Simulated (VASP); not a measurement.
**Be: relaxation of cell and atoms with PBE**

Be:

```
Be
1.0
     2.29000    0.00000    0.00000
    -1.14500    1.98320    0.00000
     0.00000    0.00000    3.58843
Be
2
Cartesian
  0.0000 1.3221 2.6913
  1.1450 0.6611 0.8971
```

- Program: VASP 6.6.1
- Task: relaxation of cell and atoms
- Functional: PBE
- Potentials or basis: VASP PAW PBE potentials, release 64 (Be)
- Cutoff: 600 eV
- k mesh: 20 × 20 × 12
- Occupations: gaussian, width 0.05 eV
- Spin: no spin polarisation
- Dipole correction: no
- Further INCAR settings: ALGO = Normal; EDIFF = 1e-06; IBRION = 2; EDIFFG = -0.01; NSW = 80; ISIF = 3

```
Relaxed volume                         : 7.92 Å³/atom
Relaxed cell                           : a = 2.269 Å, b = 2.269 Å, c = 3.554 Å, α = 90.00°, β = 90.00°, γ = 120.00°
Space group after relaxing (to 0.05 Å) : P6_3/mmc (No. 194)
Energy gained by relaxing              : 2.4 meV/atom
Ionic steps                            : 5
Pressure after relaxing                : 0.1 GPa
Band gap on the k mesh                 : zero (band 2 reaches 8.01 eV, above the bottom of band 3 at 6.58 eV)
```

Stress tensor (GPa, compression positive):
```
0.02 0.00 0.00
0.00 0.02 0.00
0.00 0.00 0.12
```

The path:
```csv
step,energy change (eV),largest force (eV/Å),pressure (GPa),volume (Å³)
1,0.0000,0.0000,-3.28,16.30
2,-0.0046,0.0000,-0.44,15.91
3,-0.0047,0.0000,-0.02,15.85
4,-0.0047,0.0000,0.05,15.84
5,-0.0047,0.0000,0.06,15.84
```

Final structure:
```xyz
2
Lattice="2.2685 0.0000 0.0000 -1.1343 1.9646 0.0000 0.0000 0.0000 3.5544" Properties=species:S:1:pos:R:3 pbc="T T T"
Be    0.0000    1.3097    2.6658
Be    1.1343    0.6549    0.8886
```

Levels at points of the mesh, in eV from the Fermi level:
```csv
k point,band 1,band 2,band 3,band 4,band 5,band 6
"(0.00, 0.00, 0.00)",-11.26,-4.30,1.28,15.96,15.96,18.83
"(0.50, 0.00, 0.00)",-4.93,-3.07,3.72,6.59,6.89,9.40
"(0.00, 0.00, 0.50)",-9.08,-9.08,10.93,10.93,17.63,17.63
"(0.50, 0.00, 0.50)",-3.54,-3.54,1.64,1.64,12.03,12.03
```

It took 86 s on 1 thread of AMD EPYC 7R13, with other jobs on the host, peak memory 0.12 GiB.
